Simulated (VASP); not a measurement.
# MgO (Fm-3m) in VASP: settings compared

Aim: see how the results for MgO move with the level of theory and the settings. Levels: r2SCAN, PBE+D3(BJ), PBE+D4, RPBE, revPBE. Tasks: single point.

Program: VASP 6.6.1. These are calculated values, not measurements. Logs are shortened: lines on timing, memory, paths and dates and some standing lists are left out, and cuts for length are marked.

### Step 1. The cell of the first run

It takes space group Fm-3m (No. 225, cubic). The conventional cell has a = 4.249 Å, b = 4.249 Å, c = 4.249 Å, α = 90.00°, β = 90.00°, γ = 90.00°. Mg (site symmetry m-3m) has 6 O at 2.12 Å within 2.8 Å. O (site symmetry m-3m) has 6 Mg at 2.12 Å within 2.8 Å.

### Step 2. Single point, r2SCAN

Input file POSCAR:

```
MgO
1.0
    0.0000000000      2.1245966808      2.1245966808
    2.1245966808      0.0000000000      2.1245966808
    2.1245966808      2.1245966808      0.0000000000
Mg O
1 1
Direct
    0.0000000000      0.0000000000      0.0000000000
    0.5000000000      0.5000000000      0.5000000000
```

Input file INCAR.step1:

```
ALGO = Normal
EDIFF = 1E-5
ENCUT = 660
GGA = PE
GGA_COMPAT = False
ISMEAR = -1
LASPH = True
LCHARG = False
LREAL = False
LWAVE = True
NBANDS = 15
NELM = 120
PREC = Accurate
SIGMA = 0.05
```

Input file INCAR.step2:

```
ALGO = Normal
EDIFF = 1E-6
ENCUT = 660
GGA_COMPAT = False
ISIF = 2
ISMEAR = -1
ISTART = 1
LASPH = True
LCHARG = True
LELF = True
LMIXTAU = True
LREAL = False
LVHAR = True
LWAVE = False
METAGGA = R2SCAN
NBANDS = 15
NELM = 120
PREC = Accurate
SIGMA = 0.05
```

Input file KPOINTS:

```
k-points
0
Gamma
  11 11 11
```

Potentials or basis: VASP PAW PBE potentials, release 64 (Mg_sv, O).

Launch:

```bash
> cat potpaw_PBE.64/Mg_sv/POTCAR potpaw_PBE.64/O/POTCAR > POTCAR
> cp INCAR.step1 INCAR
> mpirun -np 1 vasp_std > vasp.out
> cp INCAR.step2 INCAR
> mpirun -np 1 vasp_std > vasp.out
```

OUTCAR:

```text
EDIFF = 1E-6
   ENCUT = 660
   ISIF = 2
   ISMEAR = -1
   ISTART = 1
   LASPH = True
   LREAL = False
   METAGGA = R2SCAN
   NELM = 120
   PREC = Accurate

 ion  position               nearest neighbor table
   1  0.000  0.000  0.000-   2 2.12   2 2.12   2 2.12   2 2.12   2 2.12   2 2.12
   2  0.500  0.500  0.500-   1 2.12   1 2.12   1 2.12   1 2.12   1 2.12   1 2.12

  LATTYP: Found a face centered cubic cell.
 ALAT       =     4.2491933616

  Lattice vectors:

 A1 = (   0.0000000000,   2.1245966808,   2.1245966808)
 A2 = (   2.1245966808,   0.0000000000,   2.1245966808)
 A3 = (   2.1245966808,   2.1245966808,   0.0000000000)

Analysis of symmetry for initial positions (statically):
=====================================================================
 Subroutine PRICEL returns:
 Original cell was already a primitive cell.

 Routine SETGRP: Setting up the symmetry group for a
 face centered cubic supercell.

 Subroutine GETGRP returns: Found 48 space group operations
 (whereof 48 operations were pure point group operations)
 out of a pool of 48 trial point group operations.

The static configuration has the point symmetry O_h .

Analysis of symmetry for dynamics (positions and initial velocities):
=====================================================================
 Subroutine PRICEL returns:
 Original cell was already a primitive cell.

 Routine SETGRP: Setting up the symmetry group for a
 face centered cubic supercell.

 Subroutine GETGRP returns: Found 48 space group operations
 (whereof 48 operations were pure point group operations)
 out of a pool of 48 trial point group operations.

The dynamic configuration has the point symmetry O_h .

 Subroutine INISYM returns: Found 48 space group operations
 (whereof 48 operations are pure point group operations),
 and found     1 'primitive' translations

----------------------------------------------------------------------------------------

                                     Primitive cell

  volume of cell :      19.1805

  direct lattice vectors                    reciprocal lattice vectors
     0.000000000  2.124596681  2.124596681    -0.235338784  0.235338784  0.235338784
     2.124596681  0.000000000  2.124596681     0.235338784 -0.235338784  0.235338784
     2.124596681  2.124596681  0.000000000     0.235338784  0.235338784 -0.235338784

  length of vectors
     3.004633441  3.004633441  3.004633441     0.407618731  0.407618731  0.407618731

  position of ions in fractional coordinates (direct lattice)
     0.000000000  0.000000000  0.000000000
     0.500000000  0.500000000  0.500000000

  ion indices of the primitive-cell ions
   primitive index   ion index
                 1           1
                 2           2

----------------------------------------------------------------------------------------

 KPOINTS: k-points

Automatic generation of k-mesh.
 Grid dimensions read from file:
 generate k-points for:   11   11   11

 Generating k-lattice:

  Cartesian coordinates                     Fractional coordinates (reciprocal lattice)
    -0.021394435  0.021394435  0.021394435     0.090909091  0.000000000  0.000000000
     0.021394435 -0.021394435  0.021394435     0.000000000  0.090909091  0.000000000
     0.021394435  0.021394435 -0.021394435     0.000000000  0.000000000  0.090909091

  Length of vectors
     0.037056248  0.037056248  0.037056248

  Shift w.r.t. Gamma in fractional coordinates (k-lattice)
     0.000000000  0.000000000  0.000000000

 Subroutine IBZKPT returns following result:
 ===========================================

 Found     56 irreducible k-points:

 Following reciprocal coordinates:
            Coordinates               Weight
  0.000000  0.000000  0.000000      1.000000
  0.090909  0.000000  0.000000      8.000000
  0.181818  0.000000  0.000000      8.000000
  0.272727  0.000000  0.000000      8.000000
  0.363636  0.000000  0.000000      8.000000
  0.454545  0.000000  0.000000      8.000000
[... 16 lines left out ...]
 -0.272727  0.181818  0.000000     24.000000
 -0.181818  0.181818  0.000000     12.000000
 [... further k-points ...]
   k-points           NKPTS =     56   k-points in BZ     NKDIM =     56   number of bands    NBANDS=     15
   number of dos      NEDOS =    301   number of ions     NIONS =      2
   total plane-waves  NPLWV =  21952
   dimension x,y,z NGX =    28 NGY =   28 NGZ =   28
   dimension x,y,z NGXF=    56 NGYF=   56 NGZF=   56
   ions per type =               1   1
   NGX,Y,Z   is equivalent  to a cutoff of  15.49, 15.49, 15.49 a.u.
   NGXF,Y,Z  is equivalent  to a cutoff of  30.98, 30.98, 30.98 a.u.
 SYSTEM =  unknown system
   PREC   = accura    normal or accurate (medium, high low for compatibility)
   ISTART =      1    job   : 0-new  1-cont  2-samecut
   ICHARG =      0    charge: 1-file 2-atom 10-const
   ISPIN  =      1    spin polarized calculation?
   LNONCOLLINEAR =      F non collinear calculations
   LSORBIT =      F    spin-orbit coupling
   LASPH  =      T    aspherical Exc in radial PAW
   ENCUT  =  660.0 eV  48.51 Ry    6.96 a.u.   6.29  6.29  6.29*2*pi/ulx,y,z
   NELM   =    120;   NELMIN=  2; NELMDL=  0     # of ELM steps
   EDIFF  = 0.1E-05   stopping-criterion for ELM
   LREAL  =      F    real-space projection
   EDIFFG = 0.1E-04   stopping-criterion for IOM
   NSW    =      0    number of steps for IOM
   IBRION =     -1    ionic relax: 0-MD 1-quasi-New 2-CG
   NFREE  =      0    steps in history (QN), initial steepest desc. (CG)
   ISIF   =      2    stress and relaxation
   ISYM   =      2    0-nonsym 1-usesym 2-fastsym
   POTIM  = 0.5000    time-step for ionic-motion
   TEBEG  =    0.0;   TEEND  =   0.0 temperature during run
   PSTRESS=    0.0 pullay stress
   NELECT =      16.0000    total number of electrons
   NUPDOWN=      -1.0000    fix difference up-down
   EMIN   =  10.00;   EMAX   =-10.00  energy-range for DOS
   EFERMI =   0.00;   METHOD = LEGACY
   ISMEAR =    -1;   SIGMA  =   0.05  broadening in eV -4-tet -1-fermi 0-gaus
   EFERMI_NEDOS =   21; number of points for ismear=-14 and -15
   IALGO  =     38    algorithm
   IMIX   =      4    mixing-type and parameters
     AMIX     =   0.40;   BMIX     =  1.00
     AMIX_MAG =   1.60;   BMIX_MAG =  1.00
  volume/ion in A,a.u.               =       9.59        64.72
  Fermi-wavevector in a.u.,A,eV,Ry     =   1.541091  2.912240 32.313319  2.374962
  Thomas-Fermi vector in A             =   2.647086
   LORBIT       =      0    0 simple, 1 ext, 2 COOP (PROOUT), +10 PAW based schemes
   METAGGA = R2SCAN    functional components
   LHFCALC =     F    Hartree Fock is set to
   AEXX    =    0.0000 exact exchange contribution
   IVDW    =     0    specifies the selected vdW correction
   LEPSILON=     F    determine dielectric tensor
   LRPA    =     F    only Hartree local field effects (RPA)
 non-spin polarized calculation
  energy-cutoff  :      660.00
  volume of cell :       19.18
 maximum number of plane-waves:       751
 NGX is ok and might be reduce to    28
   NGX = 13   NGY = 13   NGZ = 13

 number of electron      15.9999997 magnetization

 Free energy of the ion-electron system (eV)
  ---------------------------------------------------
  ext. energy  EPLUGINS =         0.00000000
  ---------------------------------------------------
  free energy    TOTEN  =       -16.16759291 eV

  energy without entropy =      -16.16759291  energy(sigma->0) =      -16.16759291

 E-fermi :   3.4793     XC(G=0): -11.8947

 val. band max:        2.3281225416   @ k =   0.0000   0.0000   0.0000
 cond. band min:       7.7239793322   @ k =   0.0000   0.0000   0.0000
 fundamental gap:      5.3958567906
 Fermi energy:         3.4793163935

 k-point     1 :       0.0000    0.0000    0.0000
  band No.  band energies     occupation
      1     -72.7427      2.00000
      2     -37.8372      2.00000
      3     -37.8372      2.00000
      4     -37.8372      2.00000
      5     -15.7285      2.00000
      6       2.3281      2.00000
      7       2.3281      2.00000
      8       2.3281      2.00000
      9       7.7240      0.00000
     10      19.0314      0.00000
     11      19.0314      0.00000
     12      19.0314      0.00000
     13      23.0630      0.00000
     14      24.8651      0.00000
     15      24.8651      0.00000

 k-point     2 :       0.0909    0.0000    0.0000
  band No.  band energies     occupation
      1     -72.7421      2.00000
      2     -37.8435      2.00000
      3     -37.8379      2.00000
      4     -37.8379      2.00000
      5     -15.6443      2.00000
      6       1.8074      2.00000
      7       2.2728      2.00000
      8       2.2728      2.00000
      9       8.2406      0.00000
     10      17.9492      0.00000
     11      19.2357      0.00000
     12      19.2357      0.00000
     13      24.2304      0.00000
     14      24.2304      0.00000
     15      24.5150      0.00000

 k-point     3 :       0.1818    0.0000    0.0000
  band No.  band energies     occupation
      1     -72.7406      2.00000
      2     -37.8600      2.00000
      3     -37.8396      2.00000
      4     -37.8396      2.00000
      5     -15.4104      2.00000
      6       0.6752      2.00000
      7       2.1281      2.00000
      8       2.1281      2.00000
      9       9.3234      0.00000
     10      16.4986      0.00000
     11      19.6889      0.00000
     12      19.6889      0.00000
     13      23.4975      0.00000
     14      23.4975      0.00000
     15      25.7672      0.00000
[... 343 lines left out ...]
 k-point    23 :      -0.2727    0.1818    0.0000
  band No.  band energies     occupation
      1     -72.7363      2.00000
      2     -37.8913      2.00000
      3     -37.8588      2.00000
      4     -37.8435      2.00000
      5     -14.7037      2.00000
      6      -1.0717      2.00000
      7       0.8267      2.00000
      8       1.7745      2.00000
      9      11.9583      0.00000
     10      15.1094      0.00000
     11      17.9460      0.00000
     12      20.6892      0.00000
     13      22.8785      0.00000
     14      24.7849      0.00000
     15      28.2458      0.00000

 k-point    24 :      -0.1818    0.1818    0.0000
  band No.  band energies     occupation
      1     -72.7379      2.00000
      2     -37.8787      2.00000
      3     -37.8530      2.00000
      4     -37.8407      2.00000
      5     -14.9878      2.00000
      6      -0.4406      2.00000
      7       1.2512      2.00000
      8       1.9593      2.00000
      9      11.0620      0.00000
     10      15.2670      0.00000
     11      18.7557      0.00000
     12      21.2754      0.00000
     13      21.3090      0.00000
     14      24.6874      0.00000
     15      28.0473      0.00000

 [... further k-points ...]

------------------------ aborting loop because EDIFF is reached ----------------------------------------

  FORCE on cell =-STRESS in cart. coord.  units (eV):
  Direction    XX          YY          ZZ          XY          YZ          ZX
  --------------------------------------------------------------------------------------
  -------------------------------------------------------------------------------------
  Total       -0.6059777     -0.6059777     -0.6059777      0.0000000     -0.0000000      0.0000000
  in kB      -50.6183196    -50.6183196    -50.6183196      0.0000000     -0.0000000      0.0000000
  external PRESSURE =     -50.6183196 kB  Pullay stress =       0.0000000 kB

 VOLUME and BASIS-vectors are now :
 -----------------------------------------------------------------------------
  energy-cutoff  :      660.00
  volume of cell :       19.18
      direct lattice vectors                 reciprocal lattice vectors
     0.000000000  2.124596681  2.124596681    -0.235338784  0.235338784  0.235338784
     2.124596681  0.000000000  2.124596681     0.235338784 -0.235338784  0.235338784
     2.124596681  2.124596681  0.000000000     0.235338784  0.235338784 -0.235338784

 POSITION                                       TOTAL-FORCE (eV/Angst)
 -----------------------------------------------------------------------------------
      0.00000      0.00000      0.00000         0.000000     -0.000000      0.000000
      2.12460      2.12460      2.12460        -0.000000      0.000000     -0.000000
 -----------------------------------------------------------------------------------
    total drift:                                0.000000      0.000000      0.000000

  FREE ENERGIE OF THE ION-ELECTRON SYSTEM (eV)
  ---------------------------------------------------
  free  energy   TOTEN  =       -16.1675929090 eV

  energy  without entropy=      -16.1675929090  energy(sigma->0) =      -16.16759291
```

Run time: 56 s. Hardware: 1 thread of Intel Xeon 6975P-C (Granite Rapids), shared host; peak memory 0.17 GiB.

What came out:

```yaml
Free_energy: -16.1676 eV
Pressure: -5.1 GPa
Band_gap_on_the_k_mesh: 5.40 eV, direct
```

Levels at points of the mesh, in eV from the valence-band top:
| k point | band 5 | band 6 | band 7 | band 8 | band 9 | band 10 | band 11 | band 12 |
| --- | --- | --- | --- | --- | --- | --- | --- | --- |
| (0.00, 0.00, 0.00) | -18.06 | 0.00 | 0.00 | 0.00 | 5.40 | 16.70 | 16.70 | 16.70 |

Caveat: the PAW data sets were made with another functional, which shifts forces and pressure a little. r2SCAN opens gaps a little over a GGA but as a rule still falls short of measured ones.

### Step 3. Single point, PBE+D3(BJ)

This run uses another cell than the first one, of 9.31 Å³/atom, 0.971 times its volume.

Input file INCAR:

```
SYSTEM = MgO
  ALGO = Normal
  EDIFF = 1E-7
  ENCUT = 520
  GGA = PE
  ISIF = 2
  ISMEAR = -1
  IVDW = 12
  LASPH = .True.
  LCHARG = .False.
  LREAL = .False.
  LWAVE = .False.
  NBANDS = 11
  NELM = 100
  PREC = Accurate
  SIGMA = 0.05
```

Input file KPOINTS:

```
k-points
0
Gamma
  11 11 11
  0 0 0
```

Input file POSCAR:

```
MgO
1.0
    0.0000000000      2.1038151943      2.1038151943
    2.1038151943      0.0000000000      2.1038151943
    2.1038151943      2.1038151943      0.0000000000
Mg O
1 1
Direct
    0.0000000000      0.0000000000      0.0000000000
    0.5000000000      0.5000000000      0.5000000000
```

Potentials or basis: VASP PAW PBE potentials, release 64 (Mg, O).

Launch:

```bash
> cat potpaw_PBE.64/Mg/POTCAR potpaw_PBE.64/O/POTCAR > POTCAR
> mpirun -np 1 vasp_std > vasp.out
```

It took 31 s on 1 thread of AMD EPYC 7R13, shared host; peak memory 0.13 GiB.

The run converged. Its results:

* Free energy: -12.4920 eV
* Pressure: -0.7 GPa
* Band gap on the k mesh: 4.76 eV, direct
* Dispersion energy per atom: -0.294 eV

Levels at points of the mesh, in eV from the valence-band top:
```csv
k point,band 1,band 2,band 3,band 4,band 5,band 6,band 7,band 8
"(0.00, 0.00, 0.00)",-17.28,0.00,0.00,0.00,4.76,15.82,15.82,15.82
```

### Step 4. Single point, PBE+D4

This run uses another cell than the first one, of 9.43 Å³/atom, 0.983 times its volume.

Input file INCAR:

```
PREC = Accurate
ENCUT = 520
EDIFF = 1E-6
ISMEAR = -1
SIGMA = 0.05
LREAL = False
LASPH = True
NELM = 100
ALGO = Normal
ISIF = 2
LWAVE = False
LCHARG = False
GGA = PE
IVDW = 13
NBANDS = 11
```

Input file KPOINTS:

```
regular mesh
0
Gamma
  11 11 11
```

Input file POSCAR:

```
MgO
1.0
    0.0000000000      2.1128041011      2.1128041011
    2.1128041011      0.0000000000      2.1128041011
    2.1128041011      2.1128041011      0.0000000000
Mg O
1 1
Direct
    0.0000000000      0.0000000000      0.0000000000
    0.5000000000      0.5000000000      0.5000000000
```

Launch:

```bash
> cat potpaw_PBE.64/Mg/POTCAR potpaw_PBE.64/O/POTCAR > POTCAR
> mpirun -np 1 vasp_std > vasp.out
```

Wall time 26 s (1 thread of AMD EPYC 7R13, shared host); peak memory 0.12 GiB.

It converged, with:

```yaml
Free_energy: -12.2373 eV
Pressure: -0.7 GPa
Band_gap_on_the_k_mesh: 4.63 eV, direct
Dispersion_energy_per_atom: -0.164 eV
```

Levels at points of the mesh, in eV from the valence-band top:
```tsv
k point	band 1	band 2	band 3	band 4	band 5	band 6	band 7	band 8	band 9
(0.00, 0.00, 0.00)	-17.21	0.00	0.00	0.00	4.63	15.75	15.75	15.75	19.64
```

### Step 5. Single point, RPBE

This run uses another cell than the first one, of 9.93 Å³/atom, 1.035 times its volume.

Input file INCAR:

```
SYSTEM = MgO
  PREC = Accurate
  ENCUT = 520
  EDIFF = 1E-6
  ISMEAR = -1
  SIGMA = 0.05
  LREAL = .False.
  LASPH = .True.
  NELM = 80
  ALGO = Normal
  ISIF = 2
  LWAVE = .False.
  LCHARG = .True.
  GGA = RP
  LELF = .True.
  LVHAR = .True.
  NBANDS = 11
```

Input file KPOINTS:

```
regular mesh
0
Gamma
  11 11 11
  0 0 0
```

Input file POSCAR:

```
MgO
1.0
    0.0000000000      2.1492086355      2.1492086355
    2.1492086355      0.0000000000      2.1492086355
    2.1492086355      2.1492086355      0.0000000000
Mg O
1 1
Direct
    0.0000000000      0.0000000000      0.0000000000
    0.5000000000      0.5000000000      0.5000000000
```

Launch:

```bash
> cat potpaw_PBE.64/Mg/POTCAR potpaw_PBE.64/O/POTCAR > POTCAR
> mpirun -np 1 vasp_std > vasp.out
```

Run time: 29 s. Hardware: 1 thread of AMD EPYC 7R13, shared host; peak memory 0.12 GiB.

Results (log left out):

* Free energy: -11.2453 eV
* Pressure: -0.9 GPa
* Band gap on the k mesh: 4.26 eV, direct

Levels at points of the mesh, in eV from the valence-band top:
```csv
k point,band 1,band 2,band 3,band 4,band 5,band 6,band 7,band 8,band 9
"(0.00, 0.00, 0.00)",-17.04,0.00,0.00,0.00,4.26,15.58,15.58,15.58,19.29
```

Caveat: the PAW data sets were made with another functional, which shifts forces and pressure a little. RPBE gaps usually lie below the measured ones, often by a third to a half.

### Step 6. Single point, revPBE

This run uses another cell than the first one, of 9.86 Å³/atom, 1.028 times its volume.

Input file INCAR:

```
  ALGO = Normal
  EDIFF = 1E-6
  ENCUT = 520
  GGA = RE
  ISIF = 2
  ISMEAR = -1
  LASPH = True
  LCHARG = True
  LELF = True
  LREAL = False
  LVHAR = True
  LWAVE = False
  NBANDS = 11
  NELM = 80
  PREC = Accurate
  SIGMA = 0.05
```

Input file KPOINTS:

```
k-points
0
Gamma
  11 11 11
```

Input file POSCAR:

```
MgO
1.0
    0.0000000000      2.1442680986      2.1442680986
    2.1442680986      0.0000000000      2.1442680986
    2.1442680986      2.1442680986      0.0000000000
Mg O
1 1
Direct
    0.0000000000      0.0000000000      0.0000000000
    0.5000000000      0.5000000000      0.5000000000
```

Potentials or basis: VASP PAW PBE potentials, release 64 (Mg, O).

Launch:

```bash
> cat potpaw_PBE.64/Mg/POTCAR potpaw_PBE.64/O/POTCAR > POTCAR
> mpirun -np 1 vasp_std > vasp.out
```

It took 23 s on 1 thread of AMD EPYC 7R13, shared host; peak memory 0.12 GiB.

It converged, with:

- Free energy: -11.3264 eV
- Pressure: -0.8 GPa
- Band gap on the k mesh: 4.30 eV, direct

Levels at points of the mesh, in eV from the valence-band top:
| k point | band 1 | band 2 | band 3 | band 4 | band 5 | band 6 | band 7 | band 8 |
| --- | --- | --- | --- | --- | --- | --- | --- | --- |
| (0.00, 0.00, 0.00) | -17.05 | 0.00 | 0.00 | 0.00 | 4.30 | 15.59 | 15.59 | 15.59 |

Caveat: the PAW data sets were made with another functional, which shifts forces and pressure a little.

### Step 7. Summary

```tsv
level	potentials or basis	cell	cutoff (eV)	second run	gap on the mesh (eV)	pressure (GPa)
r2SCAN	VASP PAW PBE potentials, release 64 (Mg_sv, O)	a = 3.005 Å, angles 60.0°, 2 atoms	660	valence_matched	5.40	-5.1
PBE+D3(BJ)	VASP PAW PBE potentials, release 64 (Mg, O)	a = 2.975 Å, angles 60.0°, 2 atoms	520	-	4.76	-0.7
PBE+D4	VASP PAW PBE potentials, release 64 (Mg, O)	a = 2.988 Å, angles 60.0°, 2 atoms	520	-	4.63	-0.7
RPBE	VASP PAW PBE potentials, release 64 (Mg, O)	a = 3.039 Å, angles 60.0°, 2 atoms	520	-	4.26	-0.9
revPBE	VASP PAW PBE potentials, release 64 (Mg, O)	a = 3.032 Å, angles 60.0°, 2 atoms	520	-	4.30	-0.8
```

Alike in all rows: task single point; no spin polarisation; k mesh 11 × 11 × 11; smearing fermi-dirac 0.05 eV.

Caveats: the PAW data sets were made with another functional, which shifts forces and pressure a little (some runs).

Total energies depend on the potentials used, so only differences within one code and one set of settings carry meaning.
